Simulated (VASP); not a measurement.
Write the native input for VASP 6.6.1 that does the following.

- Task: single point
- Functional: PBE
- Potentials or basis: VASP PAW PBE potentials, release 64 (Si, As)
- Cutoff: 520 eV
- k mesh: 4 × 4 × 4
- Occupations: gaussian, width 0.1 eV
- Spin: no spin polarisation
- Dipole correction: no
- Further INCAR settings: ALGO = Normal; EDIFF = 1e-07; NBANDS = 24

The structure of SiAs5 lies in POSCAR:

```
SiAs5
1.0
    0.0000000000      4.1867115900      4.1867115900
    4.1867115900      0.0000000000      4.1867115900
    4.1867115900      4.1867115900      0.0000000000
Si As
1 5
Direct
    0.7500000000      0.7500000000      0.7500000000
    0.1133444000      0.1133444000      0.1133444000
    0.1133444000      0.1133444000      0.6599668000
    0.1133444000      0.6599668000      0.1133444000
    0.6599668000      0.1133444000      0.1133444000
    0.5000000000      0.5000000000      0.5000000000
```

The input as run:

INCAR

```
PREC     = Accurate       # precision mode
ENCUT    = 520            # plane-wave cutoff, eV
EDIFF    = 1E-7           # SCF threshold, eV
ISMEAR   = 0              # smearing method
SIGMA    = 0.1            # smearing width, eV
LREAL    = False          # projectors in reciprocal space
LASPH    = True           # aspherical terms in the spheres
NELM     = 80             # most SCF steps
ALGO     = Normal         # electronic algorithm
ISIF     = 2              # what is computed and relaxed
LWAVE    = False          # write WAVECAR
LCHARG   = False          # write CHGCAR
GGA      = PE             # functional
NBANDS   = 24             # bands
```

KPOINTS

```
regular mesh
0
Gamma
  4 4 4
```

Potentials or basis: VASP PAW PBE potentials, release 64 (Si, As).

Launch:

```console
$ cat potpaw_PBE.64/Si/POTCAR potpaw_PBE.64/As/POTCAR > POTCAR
$ mpirun -np 1 vasp_std > vasp.out
```

Results of the run:

```
Pressure      : -7.3 GPa
Largest force : 0.135 eV/Å
```

Run time: 22 s on 1 thread of Intel(R) Xeon(R) 6975P-C (Granite Rapids), on a shared host, peak memory 0.31 GiB.
